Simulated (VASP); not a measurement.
# SnO in VASP: single point with PBE+D3(BJ)

Aim: the single point of SnO with PBE+D3(BJ).

Program: VASP 6.6.1. These are calculated values, not measurements. Logs are shortened: lines on timing, memory, paths and dates and some standing lists are left out, and cuts for length are marked.

## (1) The cell of the first run

The cell holds a slab with vacuum, 8 atoms: a = 3.820 Å, b = 3.820 Å, c = 22.226 Å, α = 90.00°, β = 90.00°, γ = 90.00°.

## (2) Single point, PBE+D3(BJ) (layers slid over each other)

Input file INCAR:

```
SYSTEM = SnO
PREC = Accurate ; ENCUT = 520
EDIFF = 1E-6 ; ISMEAR = 0
SIGMA = 0.05 ; LREAL = .False.
LASPH = .True. ; NELM = 80
ALGO = Normal ; ISIF = 2
LWAVE = .False. ; LCHARG = .False.
LDIPOL = .True. ; IDIPOL = 3
DIPOL = 0.5 0.5 0.403 ; GGA = PE
IVDW = 12 ; NBANDS = 50
```

Input file KPOINTS:

```
regular mesh
0
Gamma
  7 7 1
  0 0 0
```

Input file POSCAR:

```
SnO
1.0
    3.8201527579      0.0002954580      0.0000000000
   -0.0003145460      3.8201527564      0.0000000000
    0.0000000000      0.0000000000     22.2260749779
Sn O
4 4
Direct
    0.9999453016      0.9999453016      0.2024648978
    0.4999453016      0.4999453016      0.3087831520
    0.4999453016      0.8749453016      0.4977503900
   -0.0000546984      0.3749453016      0.6040686442
    0.9999461181      0.4999461181      0.2556240249
    0.4999461181      0.9999461181      0.2556240249
    0.4999461181      0.3749461181      0.5509095171
   -0.0000538819      0.8749461181      0.5509095171
```

Potentials or basis: VASP PAW PBE potentials, release 64 (Sn_d, O).

On the command line:

```bash
$ cat potpaw_PBE.64/Sn_d/POTCAR potpaw_PBE.64/O/POTCAR > POTCAR
$ mpirun -np 1 vasp_std > vasp.out
```

OUTCAR:

```text
SYSTEM = SnO
   PREC = Accurate
   ENCUT = 520
   EDIFF = 1E-6
   ISMEAR = 0
   LREAL = .False.
   LASPH = .True.
   NELM = 80
   ISIF = 2
   GGA = PE
   IVDW = 12
 IVDW          = 12

 ion  position               nearest neighbor table
   1  1.000  1.000  0.202-   6 2.25   5 2.25   6 2.25   5 2.25   2 3.59   2 3.59   2 3.59   2 3.59

   2  0.500  0.500  0.309-   5 2.25   6 2.25   5 2.25   6 2.25   1 3.59   1 3.59   1 3.59   1 3.59

   3  0.500  0.875  0.498-   8 2.25   7 2.25   8 2.25   7 2.25   4 3.59   4 3.59   4 3.59   4 3.59

   4  1.000  0.375  0.604-   7 2.25   8 2.25   7 2.25   8 2.25   3 3.59   3 3.59   3 3.59   3 3.59

   5  1.000  0.500  0.256-   2 2.25   1 2.25   2 2.25   1 2.25
   6  0.500  1.000  0.256-   1 2.25   2 2.25   1 2.25   2 2.25
   7  0.500  0.375  0.551-   4 2.25   3 2.25   4 2.25   3 2.25
   8  1.000  0.875  0.551-   3 2.25   4 2.25   3 2.25   4 2.25

  LATTYP: Found a simple tetragonal cell.
 ALAT       =     3.8201527693
 C/A-ratio  =     5.8181115573

  Lattice vectors:

 A1 = (   3.8201527579,   0.0002954580,   0.0000000000)
 A2 = (  -0.0003145460,   3.8201527564,   0.0000000000)
 A3 = (   0.0000000000,   0.0000000000,  22.2260749779)

Analysis of symmetry for initial positions (statically):
=====================================================================
 Subroutine PRICEL returns:
 Original cell was already a primitive cell.

 Routine SETGRP: Setting up the symmetry group for a
 simple tetragonal supercell.

 Subroutine GETGRP returns: Found  4 space group operations
 (whereof  1 operations were pure point group operations)
 out of a pool of 16 trial point group operations.

The static configuration has the point symmetry C_1 .
 The point group associated with its full space group is C_2h.

Analysis of symmetry for dynamics (positions and initial velocities):
=====================================================================
 Subroutine PRICEL returns:
 Original cell was already a primitive cell.

 Routine SETGRP: Setting up the symmetry group for a
 simple tetragonal supercell.

 Subroutine GETGRP returns: Found  4 space group operations
 (whereof  1 operations were pure point group operations)
 out of a pool of 16 trial point group operations.

The dynamic configuration has the point symmetry C_1 .
 The point group associated with its full space group is C_2h.

 Subroutine INISYM returns: Found  4 space group operations
 (whereof  1 operations are pure point group operations),
 and found     1 'primitive' translations

----------------------------------------------------------------------------------------

                                     Primitive cell

  volume of cell :     324.3577

  direct lattice vectors                    reciprocal lattice vectors
     3.820152758  0.000295458  0.000000000     0.261769635  0.000021554  0.000000000
    -0.000314546  3.820152756  0.000000000    -0.000020246  0.261769635  0.000000000
     0.000000000  0.000000000 22.226074978     0.000000000  0.000000000  0.044992200

  length of vectors
     3.820152769  3.820152769 22.226074978     0.261769636  0.261769636  0.044992200

  position of ions in fractional coordinates (direct lattice)
     0.999945302  0.999945302  0.202464898
     0.499945302  0.499945302  0.308783152
     0.499945302  0.874945302  0.497750390
     0.999945302  0.374945302  0.604068644
     0.999946118  0.499946118  0.255624025
     0.499946118  0.999946118  0.255624025
     0.499946118  0.374946118  0.550909517
     0.999946118  0.874946118  0.550909517

  ion indices of the primitive-cell ions
   primitive index   ion index
                 1           1
                 2           2
                 3           3
                 4           4
                 5           5
                 6           6
                 7           7
                 8           8

----------------------------------------------------------------------------------------

 KPOINTS: regular mesh

Automatic generation of k-mesh.
 Grid dimensions read from file:
 generate k-points for:    7    7    1

 Generating k-lattice:

  Cartesian coordinates                     Fractional coordinates (reciprocal lattice)
     0.037395662  0.000003079  0.000000000     0.142857143  0.000000000  0.000000000
    -0.000002892  0.037395662  0.000000000     0.000000000  0.142857143  0.000000000
     0.000000000  0.000000000  0.044992200     0.000000000  0.000000000  1.000000000

  Length of vectors
     0.037395662  0.037395662  0.044992200

  Shift w.r.t. Gamma in fractional coordinates (k-lattice)
     0.000000000  0.000000000  0.000000000

 Subroutine IBZKPT returns following result:
 ===========================================

 Found     16 irreducible k-points:

 Following reciprocal coordinates:
            Coordinates               Weight
  0.000000  0.000000  0.000000      1.000000
  0.142857 -0.000000  0.000000      2.000000
  0.000000  0.142857  0.000000      2.000000
  0.285714 -0.000000  0.000000      2.000000
 -0.000000  0.285714  0.000000      2.000000
  0.428571 -0.000000  0.000000      2.000000
[... 8 lines left out ...]
 -0.285714  0.428571  0.000000      4.000000
  0.428571  0.428571  0.000000      4.000000
   k-points           NKPTS =     16   k-points in BZ     NKDIM =     16   number of bands    NBANDS=     50
   number of dos      NEDOS =    301   number of ions     NIONS =      8
   total plane-waves  NPLWV = 131712
   dimension x,y,z NGX =    28 NGY =   28 NGZ =  168
   dimension x,y,z NGXF=    56 NGYF=   56 NGZF=  336
   ions per type =               4   4
   NGX,Y,Z   is equivalent  to a cutoff of  12.19, 12.19, 12.57 a.u.
   NGXF,Y,Z  is equivalent  to a cutoff of  24.37, 24.37, 25.13 a.u.
 SYSTEM =  SnO
   PREC   = accura    normal or accurate (medium, high low for compatibility)
   ISTART =      0    job   : 0-new  1-cont  2-samecut
   ICHARG =      2    charge: 1-file 2-atom 10-const
   ISPIN  =      1    spin polarized calculation?
   LNONCOLLINEAR =      F non collinear calculations
   LSORBIT =      F    spin-orbit coupling
   LASPH  =      T    aspherical Exc in radial PAW
   ENCUT  =  520.0 eV  38.22 Ry    6.18 a.u.   7.10  7.10 41.33*2*pi/ulx,y,z
   NELM   =     80;   NELMIN=  2; NELMDL= -5     # of ELM steps
   EDIFF  = 0.1E-05   stopping-criterion for ELM
   LREAL  =      F    real-space projection
   EDIFFG = 0.1E-04   stopping-criterion for IOM
   NSW    =      0    number of steps for IOM
   IBRION =     -1    ionic relax: 0-MD 1-quasi-New 2-CG
   NFREE  =      0    steps in history (QN), initial steepest desc. (CG)
   ISIF   =      2    stress and relaxation
   ISYM   =      2    0-nonsym 1-usesym 2-fastsym
   POTIM  = 0.5000    time-step for ionic-motion
   TEBEG  =    0.0;   TEEND  =   0.0 temperature during run
   PSTRESS=    0.0 pullay stress
   NELECT =      80.0000    total number of electrons
   NUPDOWN=      -1.0000    fix difference up-down
   EMIN   =  10.00;   EMAX   =-10.00  energy-range for DOS
   EFERMI =   0.00;   METHOD = LEGACY
   ISMEAR =     0;   SIGMA  =   0.05  broadening in eV -4-tet -1-fermi 0-gaus
   EFERMI_NEDOS =   21; number of points for ismear=-14 and -15
   IALGO  =     38    algorithm
   IMIX   =      4    mixing-type and parameters
     AMIX     =   0.40;   BMIX     =  1.00
     AMIX_MAG =   1.60;   BMIX_MAG =  1.00
  volume/ion in A,a.u.               =      40.54       273.61
  Fermi-wavevector in a.u.,A,eV,Ry     =   1.026668  1.940121 14.341186  1.054047
  Thomas-Fermi vector in A             =   2.160573
   LORBIT       =      0    0 simple, 1 ext, 2 COOP (PROOUT), +10 PAW based schemes
   GGA     = PE    functional components
   LHFCALC =     F    Hartree Fock is set to
   AEXX    =    0.0000 exact exchange contribution
   IVDW    =    12    specifies the selected vdW correction
   LEPSILON=     F    determine dielectric tensor
   LRPA    =     F    only Hartree local field effects (RPA)
 non-spin polarized calculation
 Gauss-broadening in eV      SIGMA  =   0.05
  energy-cutoff  :      520.00
  volume of cell :      324.36
 maximum number of plane-waves:      8769
   NGX = 15   NGY = 15   NGZ = 83

 dipolmoment           0.000000      0.000000      0.000028 electrons x Angstroem

 number of electron      79.9999970 magnetization

 dipolmoment           0.000000      0.000000     -0.000011 electrons x Angstroem

 Free energy of the ion-electron system (eV)
  ---------------------------------------------------
  ext. energy  EPLUGINS =         0.00000000
  ---------------------------------------------------
  free energy    TOTEN  =       -45.16474766 eV

  energy without entropy =      -45.16474766  energy(sigma->0) =      -45.16474766

 E-fermi :   0.0537     XC(G=0):  -5.3248

 val. band max:       -0.2028302915   @ k =   0.1429  -0.0000   0.0000
 cond. band min:       2.2624267459   @ k =   0.4286  -0.0000   0.0000
 fundamental gap:      2.4652570374
 Fermi energy:         0.0537180364

 k-point     1 :       0.0000    0.0000    0.0000
  band No.  band energies     occupation
      1     -21.0519      2.00000
      2     -21.0519      2.00000
      3     -20.6913      2.00000
      4     -20.6913      2.00000
      5     -20.6538      2.00000
      6     -20.6535      2.00000
[... 42 lines left out ...]
     49       5.2148      0.00000
     50       5.2315      0.00000

 k-point     2 :       0.1429   -0.0000    0.0000
  band No.  band energies     occupation
      1     -21.0430      2.00000
      2     -21.0429      2.00000
      3     -20.6919      2.00000
      4     -20.6919      2.00000
      5     -20.6553      2.00000
      6     -20.6548      2.00000
[... 734 lines left out ...]
 k-point    16 :       0.4286    0.4286    0.0000
  band No.  band energies     occupation
      1     -20.9927      2.00000
      2     -20.9926      2.00000
      3     -20.9788      2.00000
      4     -20.9787      2.00000
      5     -20.6584      2.00000
      6     -20.6583      2.00000
[... 42 lines left out ...]
     49       6.2553      0.00000
     50       6.3219      0.00000

------------------------ aborting loop because EDIFF is reached ----------------------------------------

 vacuum level on the upper side and lower side of the slab       (xc-potential included)        -0.236        -0.235

 Edisp (eV)   -1.23779

 E8    (eV) :    -0.5473

  FORCE on cell =-STRESS in cart. coord.  units (eV):
  Direction    XX          YY          ZZ          XY          YZ          ZX
  --------------------------------------------------------------------------------------
  -------------------------------------------------------------------------------------
  Total       0.17525     0.24489    -0.02823    -0.00001     0.17686    -0.00001
  in kB       0.86564     1.20965    -0.13945    -0.00003     0.87363    -0.00007
  external pressure =        0.65 kB  Pullay stress =        0.00 kB

 VOLUME and BASIS-vectors are now :
 -----------------------------------------------------------------------------
  energy-cutoff  :      520.00
  volume of cell :      324.36
      direct lattice vectors                 reciprocal lattice vectors
     3.820152758  0.000295458  0.000000000     0.261769635  0.000021554  0.000000000
    -0.000314546  3.820152756  0.000000000    -0.000020246  0.261769635  0.000000000
     0.000000000  0.000000000 22.226074978     0.000000000  0.000000000  0.044992200

 POSITION                                       TOTAL-FORCE (eV/Angst)
 -----------------------------------------------------------------------------------
      3.81963      3.82024      4.50000         0.000000     -0.003332     -0.082321
      1.90971      1.91002      6.86304         0.000002     -0.019301      0.123876
      1.90959      3.34257     11.06304        -0.000002      0.019301     -0.123876
      3.81983      1.43264     13.42607        -0.000000      0.003332      0.082321
      3.81979      1.91017      5.68152        -0.000001      0.006576      0.006567
      1.90956      3.82009      5.68152         0.000001     -0.016656      0.005882
      1.90975      1.43250     12.24456        -0.000001      0.016656     -0.005882
      3.81967      3.34272     12.24456         0.000001     -0.006576     -0.006567
 -----------------------------------------------------------------------------------
    total drift:                               -0.013970     -0.013972     -0.000481

  FREE ENERGIE OF THE ION-ELECTRON SYSTEM (eV)
  ---------------------------------------------------
  free  energy   TOTEN  =       -46.4025381132 eV

  energy  without entropy=      -46.4025381132  energy(sigma->0) =      -46.40253811

 vacuum level on the upper side and lower side of the slab         4.772         4.775
```

Run time: 13 min. Hardware: 1 thread of Intel Xeon 8259CL, shared host; peak memory 0.45 GiB.

What came out:

- Free energy: -46.4025 eV
- Largest force: 0.125 eV/Å
- Band gap on the k mesh: 2.47 eV (least direct gap 2.57 eV)
- Dispersion energy per atom: -0.155 eV

Forces in eV/Å, atoms in the order of the input:
```
Sn   0.000 -0.003 -0.082
Sn   0.000 -0.019  0.124
Sn   0.000  0.019 -0.124
Sn   0.000  0.003  0.082
O    0.000  0.007  0.007
O    0.000 -0.017  0.006
O    0.000  0.017 -0.006
O    0.000 -0.007 -0.007
```

Levels at points of the mesh, in eV from the valence-band top:
```csv
k point,band 36,band 37,band 38,band 39,band 40,band 41,band 42,band 43,band 44,band 45
"(0.00, 0.00, 0.00)",-1.94,-1.94,-1.94,-0.60,-0.03,2.54,2.87,2.87,3.80,4.87
```

Caveat: the cell differs from its parent crystal (layers slid over each other); spin-orbit coupling is left out, which moves the levels of the heavy elements.
